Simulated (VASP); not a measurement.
# N2 in VASP: notebook

Runs on N2. Level: PBEsol. Tasks: single point, relaxation of the atoms.

All numbers are computed with VASP 6.6.1; they aren't measurements. Logs are shortened: lines on timing, memory, paths and dates and some standing lists are left out, and cuts for length are marked.

### Step 1. The cell of the first run

The cell holds a molecule in a box, 2 atoms: a = 9.000 Å, b = 9.500 Å, c = 10.000 Å, α = 90.00°, β = 90.00°, γ = 90.00°.

### Step 2. Single point, PBEsol

INCAR reads:

```
PREC     = Accurate       # precision mode
ENCUT    = 520            # plane-wave cutoff, eV
EDIFF    = 1E-7           # SCF threshold, eV
ISMEAR   = 1              # smearing method
SIGMA    = 0.05           # smearing width, eV
LREAL    = F              # projectors in reciprocal space
LASPH    = T              # aspherical terms in the spheres
NELM     = 80             # most SCF steps
ALGO     = Normal         # electronic algorithm
ISIF     = 2              # what is computed and relaxed
LWAVE    = F              # write WAVECAR
LCHARG   = T              # write CHGCAR
GGA      = PS             # functional
LELF     = T              # ELF
LVHAR    = T            
NBANDS   = 12             # bands
```

KPOINTS reads:

```
Automatic mesh
0
Gamma
  1 1 1
```

POSCAR reads:

```
N
1.0
    9.0000000000      0.0000000000      0.0000000000
    0.0000000000      9.5000000000      0.0000000000
    0.0000000000      0.0000000000     10.0000000000
N
2
Direct
    0.5000000000      0.5000000000      0.4449986468
    0.5000000000      0.5000000000      0.5550013532
```

Potentials or basis: VASP PAW PBE potentials, release 64 (N).

Started as:

```
cat potpaw_PBE.64/N/POTCAR > POTCAR
mpirun -np 1 vasp_gam > vasp.out
```

OUTCAR:

```text
PREC = Accurate
   ENCUT = 520
   EDIFF = 1E-7
   ISMEAR = 1
   LREAL = F
   LASPH = T
   NELM = 80
   ISIF = 2
   GGA = PS

 ion  position               nearest neighbor table
   1  0.500  0.500  0.445-   2 1.10
   2  0.500  0.500  0.555-   1 1.10

  LATTYP: Found a simple orthorhombic cell.
 ALAT       =     9.0000000000
 B/A-ratio  =     1.0555555556
 C/A-ratio  =     1.1111111111

  Lattice vectors:

 A1 = (   9.0000000000,   0.0000000000,   0.0000000000)
 A2 = (   0.0000000000,   9.5000000000,   0.0000000000)
 A3 = (   0.0000000000,   0.0000000000,  10.0000000000)

Analysis of symmetry for initial positions (statically):
=====================================================================
 Subroutine PRICEL returns:
 Original cell was already a primitive cell.

 Routine SETGRP: Setting up the symmetry group for a
 simple orthorhombic supercell.

 Subroutine GETGRP returns: Found  8 space group operations
 (whereof  8 operations were pure point group operations)
 out of a pool of  8 trial point group operations.

The static configuration has the point symmetry D_2h.

Analysis of symmetry for dynamics (positions and initial velocities):
=====================================================================
 Subroutine PRICEL returns:
 Original cell was already a primitive cell.

 Routine SETGRP: Setting up the symmetry group for a
 simple orthorhombic supercell.

 Subroutine GETGRP returns: Found  8 space group operations
 (whereof  8 operations were pure point group operations)
 out of a pool of  8 trial point group operations.

The dynamic configuration has the point symmetry D_2h.

 Subroutine INISYM returns: Found  8 space group operations
 (whereof  8 operations are pure point group operations),
 and found     1 'primitive' translations

----------------------------------------------------------------------------------------

                                     Primitive cell

  volume of cell :     855.0000

  direct lattice vectors                    reciprocal lattice vectors
     9.000000000  0.000000000  0.000000000     0.111111111  0.000000000  0.000000000
     0.000000000  9.500000000  0.000000000     0.000000000  0.105263158  0.000000000
     0.000000000  0.000000000 10.000000000     0.000000000  0.000000000  0.100000000

  length of vectors
     9.000000000  9.500000000 10.000000000     0.111111111  0.105263158  0.100000000

  position of ions in fractional coordinates (direct lattice)
     0.500000000  0.500000000  0.444998647
     0.500000000  0.500000000  0.555001353

  ion indices of the primitive-cell ions
   primitive index   ion index
                 1           1
                 2           2

----------------------------------------------------------------------------------------

 KPOINTS: Automatic mesh

Automatic generation of k-mesh.
 Grid dimensions read from file:
 generate k-points for:    1    1    1

 Generating k-lattice:

  Cartesian coordinates                     Fractional coordinates (reciprocal lattice)
     0.111111111  0.000000000  0.000000000     1.000000000  0.000000000  0.000000000
     0.000000000  0.105263158  0.000000000     0.000000000  1.000000000  0.000000000
     0.000000000  0.000000000  0.100000000     0.000000000  0.000000000  1.000000000

  Length of vectors
     0.111111111  0.105263158  0.100000000

  Shift w.r.t. Gamma in fractional coordinates (k-lattice)
     0.000000000  0.000000000  0.000000000

 Subroutine IBZKPT returns following result:
 ===========================================

 Found      1 irreducible k-points:

 Following reciprocal coordinates:
            Coordinates               Weight
  0.000000  0.000000  0.000000      1.000000
   k-points           NKPTS =      1   k-points in BZ     NKDIM =      1   number of bands    NBANDS=     12
   number of dos      NEDOS =    301   number of ions     NIONS =      2
   total plane-waves  NPLWV = 403200
   dimension x,y,z NGX =    70 NGY =   72 NGZ =   80
   dimension x,y,z NGXF=   140 NGYF=  144 NGZF=  160
   ions per type =               2
   NGX,Y,Z   is equivalent  to a cutoff of  12.93, 12.60, 13.30 a.u.
   NGXF,Y,Z  is equivalent  to a cutoff of  25.86, 25.20, 26.60 a.u.
 SYSTEM =  unknown system
   PREC   = accura    normal or accurate (medium, high low for compatibility)
   ISTART =      0    job   : 0-new  1-cont  2-samecut
   ICHARG =      2    charge: 1-file 2-atom 10-const
   ISPIN  =      1    spin polarized calculation?
   LNONCOLLINEAR =      F non collinear calculations
   LSORBIT =      F    spin-orbit coupling
   LASPH  =      T    aspherical Exc in radial PAW
   ENCUT  =  520.0 eV  38.22 Ry    6.18 a.u.  16.73 17.66 18.59*2*pi/ulx,y,z
   NELM   =     80;   NELMIN=  2; NELMDL= -5     # of ELM steps
   EDIFF  = 0.1E-06   stopping-criterion for ELM
   LREAL  =      F    real-space projection
   EDIFFG = 0.1E-05   stopping-criterion for IOM
   NSW    =      0    number of steps for IOM
   IBRION =     -1    ionic relax: 0-MD 1-quasi-New 2-CG
   NFREE  =      0    steps in history (QN), initial steepest desc. (CG)
   ISIF   =      2    stress and relaxation
   ISYM   =      2    0-nonsym 1-usesym 2-fastsym
   POTIM  = 0.5000    time-step for ionic-motion
   TEBEG  =    0.0;   TEEND  =   0.0 temperature during run
   PSTRESS=    0.0 pullay stress
   NELECT =      10.0000    total number of electrons
   NUPDOWN=      -1.0000    fix difference up-down
   EMIN   =  10.00;   EMAX   =-10.00  energy-range for DOS
   EFERMI =   0.00;   METHOD = LEGACY
   ISMEAR =     1;   SIGMA  =   0.05  broadening in eV -4-tet -1-fermi 0-gaus
   EFERMI_NEDOS =   21; number of points for ismear=-14 and -15
   IALGO  =     38    algorithm
   IMIX   =      4    mixing-type and parameters
     AMIX     =   0.40;   BMIX     =  1.00
     AMIX_MAG =   1.60;   BMIX_MAG =  1.00
  volume/ion in A,a.u.               =     427.50      2884.91
  Fermi-wavevector in a.u.,A,eV,Ry     =   0.371609  0.702239  1.878872  0.138093
  Thomas-Fermi vector in A             =   1.299861
   LORBIT       =      0    0 simple, 1 ext, 2 COOP (PROOUT), +10 PAW based schemes
   GGA     = PS    functional components
   LHFCALC =     F    Hartree Fock is set to
   AEXX    =    0.0000 exact exchange contribution
   IVDW    =     0    specifies the selected vdW correction
   LEPSILON=     F    determine dielectric tensor
   LRPA    =     F    only Hartree local field effects (RPA)
 non-spin polarized calculation
 Methfessel and Paxton  Order N= 1 SIGMA  =   0.05
  energy-cutoff  :      520.00
  volume of cell :      855.00
 maximum number of plane-waves:     11510
 NGX is ok and might be reduce to    70
   NGX = 33   NGY = 35   NGZ = 37

 number of electron      10.0000000 magnetization

 Free energy of the ion-electron system (eV)
  ---------------------------------------------------
  ext. energy  EPLUGINS =         0.00000000
  ---------------------------------------------------
  free energy    TOTEN  =       -17.04780570 eV

  energy without entropy =      -17.05070465  energy(sigma->0) =      -17.04877202

 E-fermi :  -9.9464     XC(G=0):  -0.6779

 val. band max:       -9.9884992844   @ k =   0.0000   0.0000   0.0000
 cond. band min:      -1.8010075175   @ k =   0.0000   0.0000   0.0000
 fundamental gap:      8.1874917669
 Fermi energy:        -9.9464051736

 k-point     1 :       0.0000    0.0000    0.0000
  band No.  band energies     occupation
      1     -28.1722      2.00000
      2     -13.1924      2.00000
      3     -11.4959      2.00000
      4     -11.4959      2.00000
      5      -9.9885      2.00000
      6      -1.8010      0.00000
      7      -1.8006      0.00000
      8      -0.1642      0.00000
      9       1.2271      0.00000
     10       1.3069      0.00000
     11       1.3100      0.00000
     12       1.4737      0.00000

------------------------ aborting loop because EDIFF is reached ----------------------------------------

  FORCE on cell =-STRESS in cart. coord.  units (eV):
  Direction    XX          YY          ZZ          XY          YZ          ZX
  --------------------------------------------------------------------------------------
  -------------------------------------------------------------------------------------
  Total       -0.0588792     -0.0571652      1.9535397      0.0000000      0.0000000      0.0000000
  in kB       -0.1103333     -0.1071214      3.6607216      0.0000000      0.0000000      0.0000000
  external PRESSURE =       1.1477557 kB  Pullay stress =       0.0000000 kB

 VOLUME and BASIS-vectors are now :
 -----------------------------------------------------------------------------
  energy-cutoff  :      520.00
  volume of cell :      855.00
      direct lattice vectors                 reciprocal lattice vectors
     9.000000000  0.000000000  0.000000000     0.111111111  0.000000000  0.000000000
     0.000000000  9.500000000  0.000000000     0.000000000  0.105263158  0.000000000
     0.000000000  0.000000000 10.000000000     0.000000000  0.000000000  0.100000000

 POSITION                                       TOTAL-FORCE (eV/Angst)
 -----------------------------------------------------------------------------------
      4.50000      4.75000      4.44999         0.000000      0.000000     -1.859301
      4.50000      4.75000      5.55001         0.000000      0.000000      1.859301
 -----------------------------------------------------------------------------------
    total drift:                                0.000000      0.000000      0.000000

  FREE ENERGIE OF THE ION-ELECTRON SYSTEM (eV)
  ---------------------------------------------------
  free  energy   TOTEN  =       -17.0478057023 eV

  energy  without entropy=      -17.0507046550  energy(sigma->0) =      -17.04877202
```

It took 51 s on 1 thread of Intel Xeon Platinum 8488C (Sapphire Rapids), shared host; peak memory 0.74 GiB.

What came out:

- Free energy: -17.0478 eV
- Largest force: 1.859 eV/Å
- Gap between the frontier levels: 8.19 eV

Forces in eV/Å, atoms in the order of the input:
```
N    0.000  0.000 -1.859
N    0.000  0.000  1.859
```

Levels at points of the mesh, in eV from the valence-band top:
| k point | band 1 | band 2 | band 3 | band 4 | band 5 | band 6 | band 7 | band 8 | band 9 | band 10 |
| --- | --- | --- | --- | --- | --- | --- | --- | --- | --- | --- |
| (0.00, 0.00, 0.00) | -18.18 | -3.20 | -1.51 | -1.51 | 0.00 | 8.19 | 8.19 | 9.82 | 11.22 | 11.30 |

Caveat: the standard files for N, O and F lose accuracy on very short bonds; the PAW data sets were made with another functional, which shifts forces and pressure a little.

### Step 3. Relaxation of the atoms, PBEsol

INCAR reads:

```
ALGO     = Normal         # electronic algorithm
EDIFF    = 1E-6           # SCF threshold, eV
EDIFFG   = -0.03          # ionic threshold
ENCUT    = 520            # plane-wave cutoff, eV
GGA      = PS             # functional
IBRION   = 2              # ionic algorithm
ISIF     = 2              # what is computed and relaxed
ISMEAR   = 1              # smearing method
LASPH    = True           # aspherical terms in the spheres
LCHARG   = False          # write CHGCAR
LREAL    = False          # projectors in reciprocal space
LWAVE    = False          # write WAVECAR
NELM     = 80             # most SCF steps
NSW      = 60             # ionic steps
PREC     = Accurate       # precision mode
SIGMA    = 0.05           # smearing width, eV
```

KPOINTS reads:

```
k-points
0
Gamma
  1 1 1
```

POSCAR reads:

```
N
1.0
    9.0000000000      0.0000000000      0.0000000000
    0.0000000000      9.5000000000      0.0000000000
    0.0000000000      0.0000000000     10.0000000000
N
2
Direct
    0.5000000000      0.5000000000      0.4445000000
    0.5000000000      0.5000000000      0.5555000000
```

Potentials or basis: VASP PAW PBE potentials, release 64 (N).

Started as:

```
cat potpaw_PBE.64/N/POTCAR > POTCAR
mpirun -np 1 vasp_gam > vasp.out
```

It took 76 s on 1 thread of Intel Xeon Platinum 8488C (Sapphire Rapids), shared host; peak memory 0.78 GiB.

The run converged. Its results:

```
Free energy                     : -17.0585 eV
Energy gained by relaxing       : 0.1 meV/atom
Ionic steps                     : 3
Gap between the frontier levels : 8.05 eV
```

Step by step:
```csv
step,energy change (eV),largest force (eV/Å),pressure (GPa)
1,0.0000,0.2543,0.01
2,0.0376,3.2048,-0.24
3,-0.0002,0.0004,-0.01
```

Final structure:
```
N
1.0
     9.00000    0.00000    0.00000
     0.00000    9.50000    0.00000
     0.00000    0.00000   10.00000
N
2
Cartesian
  4.5000 4.7500 4.4442
  4.5000 4.7500 5.5558
```

Levels at points of the mesh, in eV from the valence-band top:
| k point | band 3 | band 4 | band 5 | band 6 | band 7 | band 8 |
| --- | --- | --- | --- | --- | --- | --- |
| (0.00, 0.00, 0.00) | -1.42 | -1.42 | 0.00 | 8.05 | 8.05 | 9.82 |

Caveat: the standard files for N, O and F lose accuracy on very short bonds; the PAW data sets were made with another functional, which shifts forces and pressure a little.
